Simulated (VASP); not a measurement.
Here is a VASP 6.6.1 calculation.

The input INCAR:

```
PREC = Accurate
ENCUT = 520
EDIFF = 1E-6
ISMEAR = 0
SIGMA = 0.01
LREAL = False
LASPH = True
NELM = 100
ALGO = Normal
ISIF = 2
LWAVE = False
LCHARG = True
GGA = PE
LELF = True
LVHAR = True
NBANDS = 24
```

Contents of KPOINTS:

```
Automatic mesh
0
Gamma
  6 6 4
```

Contents of POSCAR:

```
SrO
1.0
    4.2025484919      0.0000000000      0.0000000000
   -2.1012742459      3.6395137547      0.0000000000
    0.0000000000      0.0000000000      5.0788698154
Sr O
2 2
Direct
    0.3333333333      0.6666666667     -0.0625006792
    0.6666666667      0.3333333333      0.4374993208
    0.3333333333      0.6666666667      0.4375006792
    0.6666666667      0.3333333333      0.9375006792
```

Potentials or basis: VASP PAW PBE potentials, release 64 (Sr_sv, O).

The run is started by

```sh
$ cat potpaw_PBE.64/Sr_sv/POTCAR potpaw_PBE.64/O/POTCAR > POTCAR
$ mpirun -np 1 vasp_std > vasp.out
```

(1) Predict the pressure.

(2) What does it give for the band gap on the k mesh?

Results:

(1) 5.5 GPa.

(2) 2.79 eV, direct.
